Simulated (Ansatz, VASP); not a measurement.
# One calculation of BaTiO3, two programs

```
Ba Ti O
1.0
     2.82737    1.63238    2.31839
    -2.82737    1.63238    2.31839
     0.00000   -3.26476    2.31839
Ba Ti O
1 1 3
Direct
  0.00000 0.00000 0.00000
  0.48450 0.48450 0.48450
  0.50860 0.50860 0.01750
  0.01750 0.50860 0.50860
  0.50860 0.01750 0.50860
```

Alike in both runs: task single point; functional r2SCAN; k mesh 6 × 6 × 6; no spin polarisation.

```csv
,VASP,Ansatz
version,VASP 6.6.1,Ansatz 0.2.0
potentials or method,"VASP PAW PBE potentials, release 64 (Ba_sv, Ti_sv, O), cutoff 660 eV","plane waves, PAW"
occupations,"gaussian, width 0.01 eV",fixed
valence electrons in the cell,40,40
```

|  | VASP | Ansatz | Ansatz less VASP |
| --- | --- | --- | --- |
| pressure (GPa) | 3.7 | 1.9 | -1.81 |
| traceless stress, the component that is largest in VASP (GPa) | -0.13 | -0.04 | +0.092 |

VASP's potentials were made for PBE, not for r2SCAN.

Spin-orbit coupling is off throughout.
